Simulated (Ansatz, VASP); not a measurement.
One calculation of K, two programs

```
CELL_PARAMETERS angstrom
-2.64171 2.64171 2.64171
2.64171 -2.64171 2.64171
2.64171 2.64171 -2.64171
ATOMIC_POSITIONS crystal
K 0.00000 0.00000 0.00000
```

Alike in both runs: task single point; functional PBE; k mesh 9 × 9 × 9; occupations gaussian, width 0.01 eV; no spin polarisation.

|  | VASP | Ansatz |
| --- | --- | --- |
| version | VASP 6.6.1 | Ansatz 0.2.0 |
| potentials or method | VASP PAW PBE potentials, release 64 (K_sv), cutoff 520 eV | plane waves (420 eV) with PAW, scalar-relativistic |
| valence electrons in the cell | 9 | 9 |

```csv
,VASP,Ansatz,Ansatz less VASP
pressure (GPa),0.0,0.0,+0.01
```
